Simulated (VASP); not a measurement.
SnSe:

```
CELL_PARAMETERS angstrom
5.09972 0.00000 0.00000
-2.54986 4.41649 0.00000
0.00000 0.00000 6.12453
ATOMIC_POSITIONS crystal
Sn 0.33333 0.66667 0.25000
Sn 0.66667 0.33333 0.75000
Se 0.66667 0.33333 0.25000
Se 0.33333 0.66667 0.75000
```

* Program: VASP 6.6.1
* Task: relaxation of cell and atoms
* Functional: r2SCAN
* Potentials or basis: VASP PAW PBE potentials, release 64 (Sn_d, Se)
* Cutoff: 600 eV
* k mesh: 6 × 6 × 4
* Occupations: fermi-dirac, width 0.02 eV
* Spin: no spin polarisation

At the start: pressure -0.9 GPa; volume 34.49 Å³/atom.

Where does the relaxation end?

Over 3 steps the energy falls by 2.1 meV/atom and the volume is 33.73 Å³/atom (-2.2 %); space group P6_3/mmc (No. 194, to 0.1 Å) before and after.

Step by step:
| step | energy change (eV) | largest force (eV/Å) | pressure (GPa) | volume (Å³) |
| --- | --- | --- | --- | --- |
| 1 | 0.0000 | 0.0000 | -0.86 | 137.94 |
| 2 | -0.0081 | 0.0000 | 0.20 | 134.26 |
| 3 | -0.0085 | 0.0000 | 0.00 | 134.90 |

Final structure:
```
Sn Se
1.0
     5.06470    0.00000    0.00000
    -2.53235    4.38616    0.00000
     0.00000    0.00000    6.07262
Sn Se
2 2
Direct
  0.33333 0.66667 0.25000
  0.66667 0.33333 0.75000
  0.66667 0.33333 0.25000
  0.33333 0.66667 0.75000
```

Caveat: the PAW data sets were made with another functional, which shifts forces and pressure a little.
